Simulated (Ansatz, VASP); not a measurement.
# BeTe in VASP and in Ansatz

```
Be Te
1.0
     0.00000    2.82862    2.82862
     2.82862    0.00000    2.82862
     2.82862    2.82862    0.00000
Be Te
1 1
Direct
  0.00000 0.00000 0.00000
  0.25000 0.25000 0.25000
```

Alike in both runs: task single point; functional PBE; k mesh 6 × 6 × 6; occupations methfessel-paxton of order 1, width 0.001 eV; no spin polarisation.

|  | VASP | Ansatz |
| --- | --- | --- |
| version | VASP 6.6.1 | Ansatz 0.2.0 |
| potentials or method | VASP PAW PBE potentials, release 64 (Be, Te) | plane waves |
| plane-wave cutoff (eV) | 600 | 420 |
| valence electrons in the cell | 8 | 18 |

|  | VASP | Ansatz | Ansatz less VASP |
| --- | --- | --- | --- |
| gap on the k mesh at the Fermi level (eV) | 2.01 | 2.02 | +0.014 |
| pressure (GPa) | 0.4 | 0.2 | -0.14 |

VASP's potentials hold 8 valence electrons a cell and Ansatz's 18, so a difference there can come from the potentials and not from the codes.

Neither program's run includes spin-orbit coupling.
